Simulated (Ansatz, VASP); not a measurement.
## Si in VASP and in Ansatz

Contents of INCAR:

```
SYSTEM = Si
PREC = Accurate
ENCUT = 520
EDIFF = 1E-7
ISMEAR = 0
SIGMA = 0.05
LREAL = .FALSE.
LASPH = .TRUE.
NELM = 60
ALGO = Normal
ISIF = 2
LWAVE = .FALSE.
LCHARG = .FALSE.
GGA = CA
NBANDS = 16
```

Contents of KPOINTS:

```
regular mesh
0
G
  10 10 6
  0 0 0
```

Contents of POSCAR:

```
Si
1.0
    0.0000000000     -2.7007989451     -2.7007989451
    0.0000000000      2.7007989451     -2.7007989451
    5.4015978902      0.0000000000      0.0000000000
Si
4
Direct
    0.5083150923      0.4928044927      0.0000000000
   -0.0083150923      0.0071955073      0.5000000000
    0.0083150923      0.5071955073      0.2500000000
    0.4916849077     -0.0071955073      0.7500000000
```

Input for Ansatz:

```yaml
crystal:
  lattice:
    - [0.0, -2.7007989451, -2.7007989451]
    - [0.0, 2.7007989451, -2.7007989451]
    - [5.4015978902, 0.0, 0.0]
  atoms:
    - { symbol: Si, position: [0.5083150923, 0.4928044927, 0.0] }
    - { symbol: Si, position: [-0.0083150923, 0.0071955073, 0.5] }
    - { symbol: Si, position: [0.0083150923, 0.5071955073, 0.25] }
    - { symbol: Si, position: [0.4916849077, -0.0071955073, 0.75] }
basis:
  ecutwfc: 420
kpoints:
  mp_grid: { grid: [10, 10, 6] }
hamiltonian:
  xc: lda
  pseudopotentials: { kind: paw, azcp: { folder: soft_1 } }
scf:
  occupations: { method: gaussian, width: 0.05 }
output:
  forces: true
  stress: true
  eigenvalues: true
```

Change from the starting cell: mode 4 frozen in at -0.042 Å and mode 9 at +0.000 Å (largest displacements).

Alike in both runs: task single point; functional LDA; k mesh 10 × 10 × 6; occupations gaussian, width 0.05 eV; no spin polarisation.

|  | VASP | Ansatz |
| --- | --- | --- |
| version | VASP 6.6.1 | Ansatz 0.2.0 |
| potentials or method | VASP PAW LDA potentials, release 64 (Si), cutoff 520 eV | scalar-relativistic, plane waves, PAW |
| valence electrons in the cell | 16 | 16 |

```tsv
	VASP	Ansatz	Ansatz less VASP
gap on the k mesh at the Fermi level (eV)	0.44	0.45	+0.003
least direct gap on the mesh (eV)	0.59	0.59	+0.004
pressure (GPa)	0.0	-0.1	-0.06
rms of the force components (eV/Å)	0.046	0.046	+0.0001
```

Ansatz warns that its potentials were made for another functional, while VASP's fit it. LDA's correlation is that of Perdew and Zunger in VASP and of Perdew and Wang (1992) in Ansatz. Atom by atom the forces differ by 0.000 eV/Å (rms over components).
